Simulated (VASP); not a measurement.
Set up this calculation in VASP 6.6.1, as the native input.

| Quantity | Value |
| --- | --- |
| Task | single point |
| Functional | PBEsol |
| Potentials or basis | VASP PAW PBE potentials, release 64 (Pb_d, S) |
| Cutoff | 520 eV |
| k mesh | 12 × 12 × 12 |
| Occupations | gaussian, width 0.03 eV |
| Spin | no spin polarisation |
| Dipole correction | no |
| Further INCAR settings | ALGO = Normal; EDIFF = 1e-06; NBANDS = 17 |

The structure of PbS lies in POSCAR:

```
PbS
1.0
    1.9357481055      1.1176046898      4.1117100881
   -1.9357481055      1.1176046898      4.1117100881
    0.0000000000     -2.2352093796      4.1117100881
Pb S
1 1
Direct
    0.9805657800      0.9805657800      0.9805657800
    0.4750355500      0.4750355500      0.4750355500
```

This cell differs from its parent crystal: ratio of the length along z to the lengths across it x 1.3, volume and fractional coordinates fixed.

One way to write it, as run:

INCAR

```
PREC     = Accurate       # precision mode
ENCUT    = 520            # plane-wave cutoff, eV
EDIFF    = 1E-6           # SCF threshold, eV
ISMEAR   = 0              # smearing method
SIGMA    = 0.03           # smearing width, eV
LREAL    = False          # projectors in reciprocal space
LASPH    = True           # aspherical terms in the spheres
NELM     = 80             # most SCF steps
ALGO     = Normal         # electronic algorithm
ISIF     = 2              # what is computed and relaxed
LWAVE    = False          # write WAVECAR
LCHARG   = False          # write CHGCAR
GGA      = PS             # functional
NBANDS   = 17             # bands
```

KPOINTS

```
Automatic mesh
0
Gamma
  12 12 12
```

Potentials or basis: VASP PAW PBE potentials, release 64 (Pb_d, S).

The run is started by

```bash
$ cat potpaw_PBE.64/Pb_d/POTCAR potpaw_PBE.64/S/POTCAR > POTCAR
$ mpirun -np 1 vasp_std > vasp.out
```

It gave:

```
Pressure               : -3.9 GPa
Largest force          : 0.190 eV/Å
Band gap on the k mesh : zero (band 10 reaches 5.87 eV, above the bottom of band 11 at 4.76 eV)
```

Caveat: the PAW data sets were made with another functional, which shifts forces and pressure a little; spin-orbit coupling is left out, which moves the levels of the heavy elements.

Run time: 3.2 min on 1 thread of AMD EPYC 9R45 (Zen 5) (shared host), peak memory 0.28 GiB.
